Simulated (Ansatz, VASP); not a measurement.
Two plane-wave programs on Cd

File INCAR:

```
SYSTEM = Cd
  ALGO = Normal
  EDIFF = 1E-6
  ENCUT = 520
  ISIF = 2
  ISMEAR = 1
  LASPH = .True.
  LCHARG = .False.
  LREAL = .False.
  LWAVE = .False.
  NBANDS = 19
  NELM = 60
  PREC = Accurate
  SIGMA = 0.2
```

File KPOINTS:

```
k-points
0
Gamma
  13 13 6
  0 0 0
```

POSCAR

```
Cd
1.0
    2.8818641727      0.0000000000      0.0000000000
   -1.4409320863      2.4957675838      0.0000000000
    0.0000000000      0.0000000000      5.6383707528
Cd
2
Direct
    0.3333333333      0.6666666667      0.2500000000
    0.6666666667      0.3333333333      0.7500000000
```

Input for Ansatz:

```yaml
crystal:
  lattice:
    - [2.8818641727, 0.0, 0.0]
    - [-1.4409320863, 2.4957675838, 0.0]
    - [0.0, 0.0, 5.6383707528]
  atoms:
    - { symbol: Cd, position: [0.3333333333, 0.6666666667, 0.25] }
    - { symbol: Cd, position: [0.6666666667, 0.3333333333, 0.75] }
hamiltonian:
  xc: lda
  pseudopotentials:
    kind: paw
    azcp:
      Cd: "pseudopotentials/Cd.paw.azcp"
basis:
  ecutwfc: 420
  fft_grid_basis: typed
kpoints:
  mp_grid: { grid: [13, 13, 6], shift: [0, 0, 0] }
magnetization:
  spin_polarized: false
scf:
  occupations: { method: methfessel_paxton, width: 0.2 }
  lower_state_search: "off"
output:
  stress: true
```

Alike in both runs: task single point; functional LDA; k mesh 13 × 13 × 6; occupations methfessel-paxton of order 1, width 0.2 eV; no spin polarisation.

|  | VASP | Ansatz |
| --- | --- | --- |
| version | VASP 6.6.1 | Ansatz 0.2.0 |
| potentials or method | VASP PAW LDA potentials, release 64 (Cd), cutoff 520 eV | plane waves (420 eV) with PAW, scalar-relativistic |
| valence electrons in the cell | 24 | 40 |

```tsv
	VASP	Ansatz	Ansatz less VASP
pressure (GPa)	0.8	0.1	-0.71
traceless stress, the component that is largest in VASP (GPa)	-2.70	-2.32	+0.375
```

Ansatz warns that its potentials were made for another functional, while VASP's fit it. LDA's correlation is that of Perdew and Zunger in VASP and of Perdew and Wang (1992) in Ansatz. VASP's potentials hold 24 valence electrons a cell and Ansatz's 40, so a difference there can come from the potentials and not from the codes.
